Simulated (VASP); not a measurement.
Wanted: the native input for a VASP 6.6.1 run.

```yaml
Task: single point
Functional: PBE
Potentials_or_basis: VASP PAW PBE potentials, release 64 (Ti_sv, Co)
Cutoff: 520 eV
k_mesh: 18 × 18 × 18
Occupations: gaussian, width 0.1 eV
Spin: collinear spin, ferromagnetic start
Starting_moments: "[0.0, 0.58] μB"
Dipole_correction: no
Further_INCAR_settings: ALGO = Normal; EDIFF = 1e-07; NBANDS = 22
```

The structure of TiCo lies in POSCAR:

```
TiCo
1.0
    2.9850974201      0.0000000000      0.0000000000
    0.0000000000      2.9850974201      0.0000000000
    0.0000000000      0.0000000000      2.9850974201
Ti Co
1 1
Direct
    0.0000000000      0.0000000000      0.0000000000
    0.5000000000      0.5000000000      0.5000000000
```

The input as run:

INCAR

```
SYSTEM = TiCo
PREC = Accurate
ENCUT = 520
EDIFF = 1E-7
ISMEAR = 0
SIGMA = 0.1
LREAL = .FALSE.
LASPH = .TRUE.
NELM = 150
ALGO = Normal
ISIF = 2
LWAVE = .FALSE.
LCHARG = .FALSE.
ISPIN = 2
MAGMOM = 0 0.58
LORBIT = 11
LMAXMIX = 4
GGA = PE
NBANDS = 22
```

KPOINTS

```
Automatic mesh
0
G
  18 18 18
  0 0 0
```

Potentials or basis: VASP PAW PBE potentials, release 64 (Ti_sv, Co).

Run with:

```console
$ cat potpaw_PBE.64/Ti_sv/POTCAR potpaw_PBE.64/Co/POTCAR > POTCAR
$ mpirun -np 1 vasp_std > vasp.out
```

Results of the run:

```json
{"Pressure": "-0.5 GPa", "Net moment": "0.86 μB per cell", "Site moments": "Ti -0.03; Co +0.94 μB", "Valence electrons inside the program's atomic spheres": "Ti 10.29; Co 8.29"}
```

Wall time 110 s on 1 thread of Intel(R) Xeon(R) 6975P-C (Granite Rapids), on a shared host, peak memory 0.3 GiB.
